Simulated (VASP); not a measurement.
# ZrGe2Pd3 (P6/mmm) in VASP: notebook

Runs on ZrGe2Pd3. Level: PBE. Tasks: single point.

Everything below comes from runs of VASP 6.6.1. Logs are shortened: lines on timing, memory, paths and dates and some standing lists are left out, and cuts for length are marked.

## Step 1: The cell of the first run

Symmetry: P6/mmm, No. 191, hexagonal system. The conventional cell has a = 5.504 Å, b = 5.504 Å, c = 3.959 Å, α = 90.00°, β = 90.00°, γ = 120.00°. Within 4.2 Å of Zr (site symmetry 6/mmm) lie 6 Ge at 3.18 Å and 12 Pd at 3.39 Å and 2 Zr at 3.96 Å. Within 3.3 Å of Ge (site symmetry -6m2) lie 6 Pd at 2.54 Å and 3 Ge at 3.18 Å and 3 Zr at 3.18 Å. Pd (site symmetry mmm) has 4 Ge at 2.54 Å and 4 Pd at 2.75 Å within 3.3 Å.

## Step 2: Single point, PBE

File INCAR:

```
PREC     = Accurate       # precision mode
ENCUT    = 520            # plane-wave cutoff, eV
EDIFF    = 1E-7           # SCF threshold, eV
ISMEAR   = 0              # smearing method
SIGMA    = 0.2            # smearing width, eV
LREAL    = False          # projectors in reciprocal space
LASPH    = True           # aspherical terms in the spheres
NELM     = 100            # most SCF steps
ALGO     = Normal         # electronic algorithm
ISIF     = 2              # what is computed and relaxed
LWAVE    = False          # write WAVECAR
LCHARG   = True           # write CHGCAR
GGA      = PE             # functional
LELF     = True           # ELF
LVHAR    = True         
NBANDS   = 44             # bands
```

File KPOINTS:

```
Automatic mesh
0
Gamma
  4 4 5
```

File POSCAR:

```
ZrGe2Pd3
1.0
    5.5036226584      0.0000000000      0.0000000000
   -2.7518113292      4.7662770350      0.0000000000
    0.0000000000      0.0000000000      3.9588999344
Zr Ge Pd
1 2 3
Direct
    0.0000000000      0.0000000000      0.0000000000
    0.6666666667      0.3333333333      0.0000000000
    0.3333333333      0.6666666667      0.0000000000
    0.0000000000      0.5000000000      0.5000000000
    0.5000000000      0.0000000000      0.5000000000
    0.5000000000      0.5000000000      0.5000000000
```

Potentials or basis: VASP PAW PBE potentials, release 64 (Zr_sv, Ge_d, Pd).

The run is started by

```bash
$ cat potpaw_PBE.64/Zr_sv/POTCAR potpaw_PBE.64/Ge_d/POTCAR potpaw_PBE.64/Pd/POTCAR > POTCAR
$ mpirun -np 1 vasp_std > vasp.out
```

OUTCAR:

```text
PREC = Accurate
   ENCUT = 520
   EDIFF = 1E-7
   ISMEAR = 0
   LREAL = False
   LASPH = True
   NELM = 100
   ISIF = 2
   GGA = PE

 ion  position               nearest neighbor table
   1  0.000  0.000  0.000-   2 3.18   3 3.18   3 3.18   2 3.18   2 3.18   3 3.18   4 3.39   6 3.39
                             4 3.39   4 3.39   4 3.39   6 3.39   6 3.39   6 3.39   5 3.39   5 3.39
   2  0.667  0.333  0.000-   5 2.54   5 2.54   4 2.54   4 2.54   6 2.54   6 2.54   1 3.18   1 3.18
                             1 3.18
   3  0.333  0.667  0.000-   5 2.54   5 2.54   4 2.54   4 2.54   6 2.54   6 2.54   1 3.18   1 3.18
                             1 3.18
   4  0.000  0.500  0.500-   2 2.54   3 2.54   2 2.54   3 2.54   5 2.75   5 2.75   6 2.75   6 2.75
                             1 3.39   1 3.39   1 3.39   1 3.39
   5  0.500  0.000  0.500-   2 2.54   3 2.54   2 2.54   3 2.54   4 2.75   6 2.75   6 2.75   4 2.75
                             1 3.39   1 3.39   1 3.39   1 3.39
   6  0.500  0.500  0.500-   2 2.54   3 2.54   2 2.54   3 2.54   5 2.75   5 2.75   4 2.75   4 2.75
                             1 3.39   1 3.39   1 3.39   1 3.39

  LATTYP: Found a hexagonal cell.
 ALAT       =     5.5036226584
 C/A-ratio  =     0.7193261930

  Lattice vectors:

 A1 = (   5.5036226584,   0.0000000000,   0.0000000000)
 A2 = (  -2.7518113292,   4.7662770350,   0.0000000000)
 A3 = (   0.0000000000,   0.0000000000,   3.9588999344)

Analysis of symmetry for initial positions (statically):
=====================================================================
 Subroutine PRICEL returns:
 Original cell was already a primitive cell.

 Routine SETGRP: Setting up the symmetry group for a
 hexagonal supercell.

 Subroutine GETGRP returns: Found 24 space group operations
 (whereof 24 operations were pure point group operations)
 out of a pool of 24 trial point group operations.

The static configuration has the point symmetry D_6h.

Analysis of symmetry for dynamics (positions and initial velocities):
=====================================================================
 Subroutine PRICEL returns:
 Original cell was already a primitive cell.

 Routine SETGRP: Setting up the symmetry group for a
 hexagonal supercell.

 Subroutine GETGRP returns: Found 24 space group operations
 (whereof 24 operations were pure point group operations)
 out of a pool of 24 trial point group operations.

The dynamic configuration has the point symmetry D_6h.

[... 95 lines left out ...]
   EDIFFG = 0.1E-05   stopping-criterion for IOM
   NSW    =      0    number of steps for IOM
   IBRION =     -1    ionic relax: 0-MD 1-quasi-New 2-CG
   NFREE  =      0    steps in history (QN), initial steepest desc. (CG)
   ISIF   =      2    stress and relaxation
   ISYM   =      2    0-nonsym 1-usesym 2-fastsym
   POTIM  = 0.5000    time-step for ionic-motion
   TEBEG  =    0.0;   TEEND  =   0.0 temperature during run
   PSTRESS=    0.0 pullay stress
   NELECT =      70.0000    total number of electrons
   NUPDOWN=      -1.0000    fix difference up-down
   EMIN   =  10.00;   EMAX   =-10.00  energy-range for DOS
   EFERMI =   0.00;   METHOD = LEGACY
   ISMEAR =     0;   SIGMA  =   0.20  broadening in eV -4-tet -1-fermi 0-gaus
   EFERMI_NEDOS =   21; number of points for ismear=-14 and -15
   IALGO  =     38    algorithm
   IMIX   =      4    mixing-type and parameters
     AMIX     =   0.40;   BMIX     =  1.00
     AMIX_MAG =   1.60;   BMIX_MAG =  1.00
  volume/ion in A,a.u.               =      17.31       116.80
  Fermi-wavevector in a.u.,A,eV,Ry     =   1.435401  2.712515 28.033133  2.060377
  Thomas-Fermi vector in A             =   2.554704
   LORBIT       =      0    0 simple, 1 ext, 2 COOP (PROOUT), +10 PAW based schemes
   GGA     = PE    functional components
   LHFCALC =     F    Hartree Fock is set to
   AEXX    =    0.0000 exact exchange contribution
   IVDW    =     0    specifies the selected vdW correction
   LEPSILON=     F    determine dielectric tensor
   LRPA    =     F    only Hartree local field effects (RPA)
 non-spin polarized calculation
 Gauss-broadening in eV      SIGMA  =   0.20
  energy-cutoff  :      520.00
  volume of cell :      103.85
 maximum number of plane-waves:      2823
 NGX is ok and might be reduce to    42
   NGX = 21   NGY = 21   NGZ = 15

 number of electron      70.0000002 magnetization

 Free energy of the ion-electron system (eV)
  ---------------------------------------------------
  ext. energy  EPLUGINS =         0.00000000
  ---------------------------------------------------
  free energy    TOTEN  =       -35.51793884 eV

  energy without entropy =      -35.36937344  energy(sigma->0) =      -35.44365614

 E-fermi :   9.1026     XC(G=0): -12.0633

 val. band max:        9.0626828108   @ k =   0.2500   0.0000   0.2000
 cond. band min:       9.1363950730   @ k =   0.2500   0.0000   0.4000
 fundamental gap:      0.0737122622
 Fermi energy:         9.1026228342

 k-point     1 :       0.0000    0.0000    0.0000
  band No.  band energies     occupation
      1     -40.8503      2.00000
      2     -18.7998      2.00000
      3     -18.7998      2.00000
      4     -18.7696      2.00000
      5     -15.7010      2.00000
      6     -15.7010      2.00000
[... 553 lines left out ...]
     43      13.9879      0.00000
     44      14.3380      0.00000

------------------------ aborting loop because EDIFF is reached ----------------------------------------

  FORCE on cell =-STRESS in cart. coord.  units (eV):
  Direction    XX          YY          ZZ          XY          YZ          ZX
  --------------------------------------------------------------------------------------
  -------------------------------------------------------------------------------------
  Total       -0.0732098     -0.0732098      0.0573486     -0.0000000     -0.0000000      0.0000000
  in kB       -1.1294776     -1.1294776      0.8847707     -0.0000000     -0.0000000      0.0000000
  external PRESSURE =      -0.4580615 kB  Pullay stress =       0.0000000 kB

 VOLUME and BASIS-vectors are now :
 -----------------------------------------------------------------------------
  energy-cutoff  :      520.00
  volume of cell :      103.85
      direct lattice vectors                 reciprocal lattice vectors
     5.503622658  0.000000000  0.000000000     0.181698503  0.104903680  0.000000000
    -2.751811329  4.766277035  0.000000000     0.000000000  0.209807360  0.000000000
     0.000000000  0.000000000  3.958899934     0.000000000  0.000000000  0.252595422

 POSITION                                       TOTAL-FORCE (eV/Angst)
 -----------------------------------------------------------------------------------
      0.00000      0.00000      0.00000         0.000000      0.000000      0.000000
      2.75181      1.58876      0.00000         0.000000     -0.000000      0.000000
     -0.00000      3.17752      0.00000        -0.000000      0.000000     -0.000000
     -1.37591      2.38314      1.97945         0.000000      0.000000      0.000000
      2.75181      0.00000      1.97945         0.000000      0.000000      0.000000
      1.37591      2.38314      1.97945         0.000000      0.000000      0.000000
 -----------------------------------------------------------------------------------
    total drift:                               -0.000000      0.000000      0.000000

  FREE ENERGIE OF THE ION-ELECTRON SYSTEM (eV)
  ---------------------------------------------------
  free  energy   TOTEN  =       -35.5179388386 eV

  energy  without entropy=      -35.3693734444  energy(sigma->0) =      -35.44365614
```

stdout:

```text
POSCAR found type information on POSCAR ZrGePd
 POSCAR found :  3 types and       6 ions
 scaLAPACK will be used
 LDA part: xc-table for (Slater+PW92), standard interpolation
 POSCAR, INCAR and KPOINTS ok, starting setup
 FFT: planning ... GRIDC
 FFT: planning ... GRID_SOFT
 FFT: planning ... GRID
 WAVECAR not read
 entering main loop
```

Run time: 45 s. Hardware: 1 thread of Intel Xeon 6975P-C (Granite Rapids), shared host; peak memory 0.24 GiB.

Results:

* Free energy: -35.5179 eV
* Pressure: 0.0 GPa
* Band gap on the k mesh: zero (band 35 reaches 9.24 eV, above the bottom of band 36 at 8.41 eV)

Stress tensor (GPa, compression positive):
```
-0.11  0.00  0.00
 0.00 -0.11  0.00
 0.00  0.00  0.09
```

Levels at points of the mesh, in eV from the Fermi level:
```tsv
k point	band 32	band 33	band 34	band 35	band 36	band 37	band 38	band 39
(0.00, 0.00, 0.00)	-1.18	-1.18	-0.69	0.14	0.14	0.24	1.89	1.89
(0.50, 0.00, 0.00)	-2.11	-0.27	-0.13	0.11	0.15	1.44	1.60	1.65
```

(Continued in part 2 of 2.)
